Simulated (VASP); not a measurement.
# Ge (Cmmm) in VASP: further runs

Runs on Ge. Level: r2SCAN. Tasks: single point.

All numbers are computed with VASP 6.6.1; they aren't measurements. Logs are shortened: lines on timing, memory, paths and dates and some standing lists are left out, and cuts for length are marked.

**1. The cell of the first run**

It takes space group Cmmm (No. 65, orthorhombic). Conventional cell: a = 2.934 Å, b = 5.461 Å, c = 2.698 Å, α = 90.00°, β = 90.00°, γ = 90.00°. Ge (site symmetry mmm) has 8 Ge at 2.70 to 3.10 Å within 3.6 Å.

**2. Single point, r2SCAN (strain +0.0500 x Voigt [1, 1, 0, 0, 0, 0])**

The input, POSCAR:

```
Ge
1.0
    1.4670064500     -2.7305418000      0.0000000000
    1.4670064500      2.7305418000      0.0000000000
    0.0000000000      0.0000000000      2.6982310000
Ge
1
Direct
    0.5000000000      0.5000000000      0.0000000000
```

The input, INCAR.step1:

```
ALGO = Normal ; EDIFF = 1E-4
ENCUT = 520 ; GGA = PE
ISMEAR = 0 ; LASPH = T
LCHARG = F ; LREAL = F
LWAVE = T ; NBANDS = 13
NELM = 80 ; PREC = Accurate
SIGMA = 0.15
```

The input, INCAR.step2:

```
ALGO = Normal ; EDIFF = 1E-6
ENCUT = 520 ; ISIF = 2
ISMEAR = 0 ; ISTART = 1
LASPH = T ; LCHARG = T
LELF = T ; LMIXTAU = T
LREAL = F ; LVHAR = T
LWAVE = F ; METAGGA = R2SCAN
NBANDS = 13 ; NELM = 80
PREC = Accurate ; SIGMA = 0.15
```

The input, KPOINTS:

```
k-points
0
Gamma
  20 20 18
```

Potentials or basis: VASP PAW PBE potentials, release 64 (Ge_d).

On the command line:

```sh
$ cat potpaw_PBE.64/Ge_d/POTCAR > POTCAR
$ cp INCAR.step1 INCAR
$ mpirun -np 1 vasp_std > vasp.out
$ cp INCAR.step2 INCAR
$ mpirun -np 1 vasp_std > vasp.out
```

OUTCAR:

```text
EDIFF = 1E-6
   ENCUT = 520
   ISIF = 2
   ISMEAR = 0
   ISTART = 1
   LASPH = T
   LREAL = F
   METAGGA = R2SCAN
   NELM = 80
   PREC = Accurate

 ion  position               nearest neighbor table
   1  0.500  0.500  0.000-

  LATTYP: Found a base centered orthorhombic cell.
 ALAT       =     2.9340129000
 B/A-ratio  =     1.8613018368
 C/A-ratio  =     0.9196384242

  Lattice vectors:

 A1 = (   1.4670064500,  -2.7305418000,   0.0000000000)
 A2 = (   1.4670064500,   2.7305418000,   0.0000000000)
 A3 = (   0.0000000000,   0.0000000000,   2.6982310000)

Analysis of symmetry for initial positions (statically):
=====================================================================
 Subroutine PRICEL returns:
 Original cell was already a primitive cell.

 Routine SETGRP: Setting up the symmetry group for a
 base centered orthorhombic supercell.

 Subroutine GETGRP returns: Found  8 space group operations
 (whereof  8 operations were pure point group operations)
 out of a pool of  8 trial point group operations.

The static configuration has the point symmetry D_2h.

Analysis of symmetry for dynamics (positions and initial velocities):
=====================================================================
 Subroutine PRICEL returns:
 Original cell was already a primitive cell.

 Routine SETGRP: Setting up the symmetry group for a
 base centered orthorhombic supercell.

 Subroutine GETGRP returns: Found  8 space group operations
 (whereof  8 operations were pure point group operations)
 out of a pool of  8 trial point group operations.

The dynamic configuration has the point symmetry D_2h.

 Subroutine INISYM returns: Found  8 space group operations
 (whereof  8 operations are pure point group operations),
 and found     1 'primitive' translations

----------------------------------------------------------------------------------------

                                     Primitive cell

  volume of cell :      21.6167

  direct lattice vectors                    reciprocal lattice vectors
     1.467006450 -2.730541800  0.000000000     0.340830131 -0.183113842  0.000000000
     1.467006450  2.730541800  0.000000000     0.340830131  0.183113842  0.000000000
     0.000000000  0.000000000  2.698231000     0.000000000  0.000000000  0.370613191

  length of vectors
     3.099671990  3.099671990  2.698231000     0.386905489  0.386905489  0.370613191

  position of ions in fractional coordinates (direct lattice)
     0.500000000  0.500000000  0.000000000

  ion indices of the primitive-cell ions
   primitive index   ion index
                 1           1

----------------------------------------------------------------------------------------

 KPOINTS: k-points

Automatic generation of k-mesh.
 Grid dimensions read from file:
 generate k-points for:   20   20   18

 Generating k-lattice:

  Cartesian coordinates                     Fractional coordinates (reciprocal lattice)
     0.017041507 -0.009155692  0.000000000     0.050000000 -0.000000000  0.000000000
     0.017041507  0.009155692  0.000000000    -0.000000000  0.050000000  0.000000000
     0.000000000  0.000000000  0.020589622     0.000000000  0.000000000  0.055555556

  Length of vectors
     0.019345274  0.019345274  0.020589622

  Shift w.r.t. Gamma in fractional coordinates (k-lattice)
     0.000000000  0.000000000  0.000000000

 Subroutine IBZKPT returns following result:
 ===========================================

 Found   1110 irreducible k-points:

 Following reciprocal coordinates:
            Coordinates               Weight
  0.000000  0.000000  0.000000      1.000000
  0.050000  0.000000  0.000000      4.000000
  0.100000  0.000000  0.000000      4.000000
  0.150000  0.000000  0.000000      4.000000
  0.200000  0.000000  0.000000      4.000000
  0.250000  0.000000  0.000000      4.000000
[... 16 lines left out ...]
 -0.400000  0.050000  0.000000      4.000000
 -0.350000  0.050000  0.000000      4.000000
 [... further k-points ...]
   k-points           NKPTS =   1110   k-points in BZ     NKDIM =   1110   number of bands    NBANDS=     13
   number of dos      NEDOS =    301   number of ions     NIONS =      1
   total plane-waves  NPLWV =  11520
   dimension x,y,z NGX =    24 NGY =   24 NGZ =   20
   dimension x,y,z NGXF=    48 NGYF=   48 NGZF=   40
   ions per type =               1
   NGX,Y,Z   is equivalent  to a cutoff of  12.87, 12.87, 12.32 a.u.
   NGXF,Y,Z  is equivalent  to a cutoff of  25.74, 25.74, 24.65 a.u.
 SYSTEM =  unknown system
   PREC   = accura    normal or accurate (medium, high low for compatibility)
   ISTART =      1    job   : 0-new  1-cont  2-samecut
   ICHARG =      0    charge: 1-file 2-atom 10-const
   ISPIN  =      1    spin polarized calculation?
   LNONCOLLINEAR =      F non collinear calculations
   LSORBIT =      F    spin-orbit coupling
   LASPH  =      T    aspherical Exc in radial PAW
   ENCUT  =  520.0 eV  38.22 Ry    6.18 a.u.   5.76  5.76  5.02*2*pi/ulx,y,z
   NELM   =     80;   NELMIN=  2; NELMDL=  0     # of ELM steps
   EDIFF  = 0.1E-05   stopping-criterion for ELM
   LREAL  =      F    real-space projection
   EDIFFG = 0.1E-04   stopping-criterion for IOM
   NSW    =      0    number of steps for IOM
   IBRION =     -1    ionic relax: 0-MD 1-quasi-New 2-CG
   NFREE  =      0    steps in history (QN), initial steepest desc. (CG)
   ISIF   =      2    stress and relaxation
   ISYM   =      2    0-nonsym 1-usesym 2-fastsym
   POTIM  = 0.5000    time-step for ionic-motion
   TEBEG  =    0.0;   TEEND  =   0.0 temperature during run
   PSTRESS=    0.0 pullay stress
   NELECT =      14.0000    total number of electrons
   NUPDOWN=      -1.0000    fix difference up-down
   EMIN   =  10.00;   EMAX   =-10.00  energy-range for DOS
   EFERMI =   0.00;   METHOD = LEGACY
   ISMEAR =     0;   SIGMA  =   0.15  broadening in eV -4-tet -1-fermi 0-gaus
   EFERMI_NEDOS =   21; number of points for ismear=-14 and -15
   IALGO  =     38    algorithm
   IMIX   =      4    mixing-type and parameters
     AMIX     =   0.40;   BMIX     =  1.00
     AMIX_MAG =   1.60;   BMIX_MAG =  1.00
  volume/ion in A,a.u.               =      21.62       145.88
  Fermi-wavevector in a.u.,A,eV,Ry     =   1.416405  2.676618 27.296059  2.006204
  Thomas-Fermi vector in A             =   2.537743
   LORBIT       =      0    0 simple, 1 ext, 2 COOP (PROOUT), +10 PAW based schemes
   METAGGA = R2SCAN    functional components
   LHFCALC =     F    Hartree Fock is set to
   AEXX    =    0.0000 exact exchange contribution
   IVDW    =     0    specifies the selected vdW correction
   LEPSILON=     F    determine dielectric tensor
   LRPA    =     F    only Hartree local field effects (RPA)
 non-spin polarized calculation
 Gauss-broadening in eV      SIGMA  =   0.15
  energy-cutoff  :      520.00
  volume of cell :       21.62
 maximum number of plane-waves:       597
   NGX = 11   NGY = 11   NGZ = 11

 number of electron      13.9999992 magnetization

 Free energy of the ion-electron system (eV)
  ---------------------------------------------------
  ext. energy  EPLUGINS =         0.00000000
  ---------------------------------------------------
  free energy    TOTEN  =       -13.39498156 eV

  energy without entropy =      -13.38974315  energy(sigma->0) =      -13.39236236

 E-fermi :   5.1157     XC(G=0): -11.5314

 val. band max:        5.1095398743   @ k =   0.5000   0.1500   0.3889
 cond. band min:       5.1219105212   @ k =  -0.4500   0.2000   0.0556
 fundamental gap:      0.0123706469
 Fermi energy:         5.1157019710

 k-point     1 :       0.0000    0.0000    0.0000
  band No.  band energies     occupation
      1     -20.3386      2.00000
      2     -20.2684      2.00000
      3     -20.2323      2.00000
      4     -20.1382      2.00000
      5     -20.1216      2.00000
      6      -7.6060      2.00000
      7      11.2508      0.00000
      8      12.5922      0.00000
      9      12.8147      0.00000
     10      15.6677      0.00000
     11      17.5158      0.00000
     12      19.6547      0.00000
     13      19.6681      0.00000

 k-point     2 :       0.0500    0.0000    0.0000
  band No.  band energies     occupation
      1     -20.3375      2.00000
      2     -20.2664      2.00000
      3     -20.2326      2.00000
      4     -20.1385      2.00000
      5     -20.1224      2.00000
      6      -7.5495      2.00000
      7      11.0334      0.00000
      8      12.0656      0.00000
      9      12.8678      0.00000
     10      15.9205      0.00000
     11      17.6367      0.00000
     12      18.7520      0.00000
     13      19.9635      0.00000

 k-point     3 :       0.1000    0.0000    0.0000
  band No.  band energies     occupation
      1     -20.3344      2.00000
      2     -20.2608      2.00000
      3     -20.2329      2.00000
      4     -20.1392      2.00000
      5     -20.1247      2.00000
      6      -7.3801      2.00000
      7      10.2746      0.00000
      8      11.1160      0.00000
      9      13.0258      0.00000
     10      16.1175      0.00000
     11      17.4223      0.00000
     12      18.7367      0.00000
     13      20.8143      0.00000
[... 305 lines left out ...]
 k-point    23 :      -0.4000    0.0500    0.0000
  band No.  band energies     occupation
      1     -20.3128      2.00000
      2     -20.2461      2.00000
      3     -20.1821      2.00000
      4     -20.1543      2.00000
      5     -20.1409      2.00000
      6      -4.5740      2.00000
      7       2.2548      2.00000
      8       7.7203      0.00000
      9      13.5363      0.00000
     10      15.3400      0.00000
     11      20.3603      0.00000
     12      24.6812      0.00000
     13      25.3455      0.00000

 k-point    24 :      -0.3500    0.0500    0.0000
  band No.  band energies     occupation
      1     -20.3145      2.00000
      2     -20.2474      2.00000
      3     -20.1940      2.00000
      4     -20.1510      2.00000
      5     -20.1388      2.00000
      6      -5.2830      2.00000
      7       3.6071      2.00000
      8       7.9994      0.00000
      9      13.9709      0.00000
     10      14.8226      0.00000
     11      19.6203      0.00000
     12      25.4671      0.00000
     13      25.8100      0.00000

 [... further k-points ...]
[... 5 lines left out ...]
  --------------------------------------------------------------------------------------
  -------------------------------------------------------------------------------------
  Total       -1.2626115     -1.3016257     -0.5477092     -0.0000000      0.0000000      0.0000000
  in kB      -93.5815733    -96.4732087    -40.5948247     -0.0000000      0.0000000      0.0000000
  external PRESSURE =     -76.8832022 kB  Pullay stress =       0.0000000 kB

 VOLUME and BASIS-vectors are now :
 -----------------------------------------------------------------------------
  energy-cutoff  :      520.00
  volume of cell :       21.62
      direct lattice vectors                 reciprocal lattice vectors
     1.467006450 -2.730541800  0.000000000     0.340830131 -0.183113842  0.000000000
     1.467006450  2.730541800  0.000000000     0.340830131  0.183113842  0.000000000
     0.000000000  0.000000000  2.698231000     0.000000000  0.000000000  0.370613191

 POSITION                                       TOTAL-FORCE (eV/Angst)
 -----------------------------------------------------------------------------------
      1.46701      0.00000      0.00000         0.000000     -0.000000      0.000000
 -----------------------------------------------------------------------------------
    total drift:                               -0.000000     -0.000000     -0.000000

  FREE ENERGIE OF THE ION-ELECTRON SYSTEM (eV)
  ---------------------------------------------------
  free  energy   TOTEN  =       -13.3949815591 eV

  energy  without entropy=      -13.3897431518  energy(sigma->0) =      -13.39236236
```

Run time: 6.6 min. Hardware: 1 thread of Intel Xeon 6975P-C, shared host; peak memory 0.38 GiB.

Results:

- Free energy: -13.3950 eV
- Pressure: -7.7 GPa
- Band gap on the k mesh: zero (band 7 reaches 11.31 eV, above the bottom of band 8 at 2.40 eV)

Levels at points of the mesh, in eV from the Fermi level:
```tsv
k point	band 5	band 6	band 7	band 8	band 9	band 10
(0.00, 0.00, 0.00)	-25.24	-12.72	6.14	7.48	7.70	10.55
(0.50, 0.00, 0.00)	-25.26	-8.32	-5.01	2.91	7.28	10.99
(0.50, 0.50, 0.00)	-25.24	-9.10	-5.17	4.54	8.80	10.40
(0.00, 0.00, 0.50)	-25.24	-8.69	-5.32	9.20	10.53	15.80
(0.50, 0.00, 0.50)	-25.17	-3.85	-1.92	-1.79	4.34	6.01
(0.50, 0.50, 0.50)	-25.19	-4.73	-2.48	-1.90	4.03	7.64
```

Caveat: the cell differs from its parent crystal (strain +0.0500 x Voigt [1, 1, 0, 0, 0, 0]); the PAW data sets were made with another functional, which shifts forces and pressure a little.

**3. Single point, r2SCAN (strain +0.0750 x Voigt [1, 1, 0, 0, 0, 0])**

The input, POSCAR:

```
Ge
1.0
    1.5019351750     -2.7955547000      0.0000000000
    1.5019351750      2.7955547000      0.0000000000
    0.0000000000      0.0000000000      2.6982310000
Ge
1
Direct
    0.5000000000      0.5000000000      0.0000000000
```

The input, INCAR.step1:

```
SYSTEM = Ge
PREC = Accurate
ENCUT = 520
ISMEAR = 0
SIGMA = 0.15
LREAL = .FALSE.
LASPH = .TRUE.
NELM = 100
NBANDS = 13
GGA = PE
ALGO = Normal
EDIFF = 1E-4
LWAVE = .TRUE.
LCHARG = .FALSE.
```

The input, INCAR.step2:

```
SYSTEM = Ge
PREC = Accurate
ENCUT = 520
EDIFF = 1E-6
ISMEAR = 0
SIGMA = 0.15
LREAL = .FALSE.
LASPH = .TRUE.
NELM = 100
ALGO = Normal
ISIF = 2
LWAVE = .FALSE.
LCHARG = .TRUE.
METAGGA = R2SCAN
LMIXTAU = .TRUE.
LELF = .TRUE.
LVHAR = .TRUE.
NBANDS = 13
ISTART = 1
```

The input, KPOINTS:

```
Automatic mesh
0
G
  20 20 18
  0 0 0
```

Potentials or basis: VASP PAW PBE potentials, release 64 (Ge_d).

On the command line:

```sh
$ cat potpaw_PBE.64/Ge_d/POTCAR > POTCAR
$ cp INCAR.step1 INCAR
$ mpirun -np 1 vasp_std > vasp.out
$ cp INCAR.step2 INCAR
$ mpirun -np 1 vasp_std > vasp.out
```

Run time: 6.1 min. Hardware: 1 thread of Intel Xeon 6975P-C, shared host; peak memory 0.39 GiB.

The run converged. Its results:

* Free energy: -13.3280 eV
* Pressure: -8.9 GPa
* Band gap on the k mesh: zero (band 7 reaches 10.27 eV, above the bottom of band 8 at 2.09 eV)

Stress tensor (GPa, compression positive):
```
-11.06   0.00   0.00
  0.00 -11.20   0.00
  0.00   0.00  -4.39
```

Levels at points of the mesh, in eV from the Fermi level:
```tsv
k point	band 4	band 5	band 6	band 7	band 8	band 9	band 10	band 11
(0.00, 0.00, 0.00)	-25.26	-25.24	-12.39	5.54	6.77	8.00	10.27	12.09
(0.50, 0.00, 0.00)	-25.27	-25.26	-8.42	-4.76	2.59	7.00	10.93	17.00
(0.50, 0.50, 0.00)	-25.28	-25.25	-9.12	-4.90	4.11	8.42	10.40	16.34
(0.00, 0.00, 0.50)	-25.32	-25.23	-8.32	-5.06	8.61	9.83	15.14	15.39
(0.50, 0.00, 0.50)	-25.29	-25.18	-3.94	-1.99	-1.48	4.45	5.73	11.27
(0.50, 0.50, 0.50)	-25.30	-25.19	-4.74	-2.50	-1.57	4.16	7.24	12.81
```

Caveat: the cell differs from its parent crystal (strain +0.0750 x Voigt [1, 1, 0, 0, 0, 0]); the PAW data sets were made with another functional, which shifts forces and pressure a little.
